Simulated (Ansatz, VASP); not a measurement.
## Two plane-wave programs on Fe2Ge

```
CELL_PARAMETERS angstrom
4.24026 0.00000 0.00000
-2.12013 3.67218 0.00000
0.00000 0.00000 5.13891
ATOMIC_POSITIONS crystal
Fe 0.00000 0.00000 0.00000
Fe 0.00000 0.00000 0.50000
Fe 0.66667 0.33333 0.75000
Fe 0.33333 0.66667 0.25000
Ge 0.66667 0.33333 0.25000
Ge 0.33333 0.66667 0.75000
```

Alike in both runs: task single point; functional PBEsol; k mesh 8 × 8 × 6; occupations gaussian, width 0.1 eV; collinear spin.

```csv
,VASP,Ansatz
version,VASP 6.6.1,Ansatz 0.2.0
potentials or method,"VASP PAW PBE potentials, release 64 (Fe, Ge_d), cutoff 520 eV","plane waves, PAW"
valence electrons in the cell,60,92
```

VASP gave:

```
pressure (GPa)                                                : -16.8
traceless stress, the component that is largest in VASP (GPa) : 0.07
net moment per atom (μB)                                      : 1.45
size of the moment on the site where the two differ most (μB) : 0.09
```

Question: Which values does Ansatz return?

Answer: Pressure (GPa): -17.0; traceless stress, the component that is largest in VASP (GPa): 0.11; net moment per atom (μB): 1.45; size of the moment on the site where the two differ most (μB): 0.07.

VASP's potentials were made for PBE, not for PBEsol. Site moments also hang on the region over which each program counts them. VASP's potentials hold 60 valence electrons a cell and Ansatz's 92, so a difference there can come from the potentials and not from the codes. Ansatz's warnings: structure snapped to symmetry.
